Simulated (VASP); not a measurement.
A run of VASP 6.6.1 is set up as follows.

File POSCAR:

```
BPd4
1.0
    2.8920299704      0.0000000000      0.0000000000
    0.0000000000      4.3650077954      0.0000000000
    0.0000000000      0.0000000000      5.8563150000
Pd B
4 1
Direct
    0.5000000000      0.0000000000      0.1975780000
    0.0000000000      0.0000000000      0.6194700000
    0.0000000000      0.5000000000      0.3291640000
    0.5000000000      0.5000000000      0.8675610000
    0.5000000000      0.0000000000      0.8632270000
```

File INCAR.step1:

```
SYSTEM = BPd4
PREC = Accurate ; ENCUT = 520
ISMEAR = -1 ; SIGMA = 0.05
LREAL = .FALSE. ; LASPH = .TRUE.
NELM = 60 ; NBANDS = 30
GGA = PE ; ALGO = Normal
EDIFF = 1E-4 ; LWAVE = .TRUE.
LCHARG = .FALSE.
```

The input INCAR.step2:

```
SYSTEM = BPd4
PREC = Accurate ; ENCUT = 520
EDIFF = 1E-7 ; ISMEAR = -1
SIGMA = 0.05 ; LREAL = .FALSE.
LASPH = .TRUE. ; NELM = 60
ALGO = Normal ; ISIF = 2
LWAVE = .FALSE. ; LCHARG = .TRUE.
METAGGA = R2SCAN ; LMIXTAU = .TRUE.
LELF = .TRUE. ; LVHAR = .TRUE.
NBANDS = 30 ; ISTART = 1
```

KPOINTS

```
regular mesh
0
G
  9 6 5
  0 0 0
```

Potentials or basis: VASP PAW PBE potentials, release 64 (Pd, B).

Command:

```bash
$ cat potpaw_PBE.64/Pd/POTCAR potpaw_PBE.64/B/POTCAR > POTCAR
$ cp INCAR.step1 INCAR
$ mpirun -np 1 vasp_std > vasp.out
$ cp INCAR.step2 INCAR
$ mpirun -np 1 vasp_std > vasp.out
```

**Question.** Estimate the band gap on the k mesh.

**Answer.** Zero (an odd number of electrons rules out a gap without spin polarisation).

**Question.** Predict the largest force.

**Answer.** 0.255 eV/Å.

**Question.** Predict the pressure.

**Answer.** -4.0 GPa.

Stress tensor (GPa, compression positive):
```
-3.97  0.00  0.00
 0.00 -3.82  0.00
 0.00  0.00 -4.30
```

Caveat: the cell stands under tension; the PAW data sets were made with another functional, which shifts forces and pressure a little.
